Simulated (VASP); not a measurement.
A run of VASP 6.6.1:

File INCAR:

```
PREC = Accurate ; ENCUT = 520
EDIFF = 1E-6 ; ISMEAR = 0
SIGMA = 0.02 ; LREAL = F
LASPH = T ; NELM = 100
ALGO = Normal ; ISIF = 2
LWAVE = F ; LCHARG = F
GGA = PS ; NBANDS = 36
```

KPOINTS

```
regular mesh
0
Gamma
  8 8 8
```

The input POSCAR:

```
ZnSiP2
1.0
   -2.6760163547      2.6760163547      5.2232740309
    2.6760163547     -2.6760163547      5.2232740309
    2.6760163547      2.6760163547     -5.2232740309
Zn Si P
2 2 4
Direct
    0.0000000000      0.0000000000      0.0000000000
    0.7500000000      0.2500000000      0.5000000000
    0.5000000000      0.5000000000      0.0000000000
    0.2500000000      0.7500000000      0.5000000000
    0.3750000000      0.3895573232      0.5145573232
    0.8750000000      0.8604426768      0.4854426768
    0.6104426768      0.1250000000      0.9854426768
    0.1395573232      0.6250000000      0.0145573232
```

Potentials or basis: VASP PAW PBE potentials, release 64 (Zn, Si, P).

Launch:

```sh
$ cat potpaw_PBE.64/Zn/POTCAR potpaw_PBE.64/Si/POTCAR potpaw_PBE.64/P/POTCAR > POTCAR
$ mpirun -np 1 vasp_std > vasp.out
```

Hardware: 1 thread of Intel(R) Xeon(R) Platinum 8375C CPU @ 2.90GHz (Ice Lake), with other jobs on the host.

Problem. How long does it take, and how much memory?

Solution. Wall time 6.4 min on 1 thread of Intel(R) Xeon(R) Platinum 8375C CPU @ 2.90GHz (Ice Lake), with other jobs on the host, peak memory 0.49 GiB. Counts: scf iterations 14, k points 59.
